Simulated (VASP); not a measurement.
Pt, 1 atom in the cell. The structure is cubic, space group Fm-3m (No. 225). Conventional cell: a = 3.717 Å, b = 3.717 Å, c = 3.717 Å, α = 90.00°, β = 90.00°, γ = 90.00°. Pt (site symmetry m-3m) has 12 Pt at 2.63 Å within 3.5 Å. 

* Program: VASP 6.6.1
* Task: relaxation of cell and atoms
* Functional: PBE
* Potentials or basis: VASP PAW PBE potentials, release 64 (Pt)
* Cutoff: 600 eV
* k mesh: 17 × 17 × 17
* Occupations: fermi-dirac, width 0.05 eV
* Spin: no spin polarisation
* Dipole correction: no
* Further INCAR settings: ALGO = Normal; EDIFF = 1e-06; IBRION = 2; EDIFFG = -0.005; NSW = 100; ISIF = 3

Potentials or basis: VASP PAW PBE potentials, release 64 (Pt).

Launch:

```bash
$ cat potpaw_PBE.64/Pt/POTCAR > POTCAR
$ mpirun -np 1 vasp_std > vasp.out
```

Hardware: 1 thread of Intel Xeon 8259CL (shared host).

Estimate the wall time of this run.

Wall time 4.2 min on 1 thread of Intel Xeon 8259CL (shared host), peak memory 0.17 GiB. Counts: scf iterations 105, k points 165, ion steps 24.
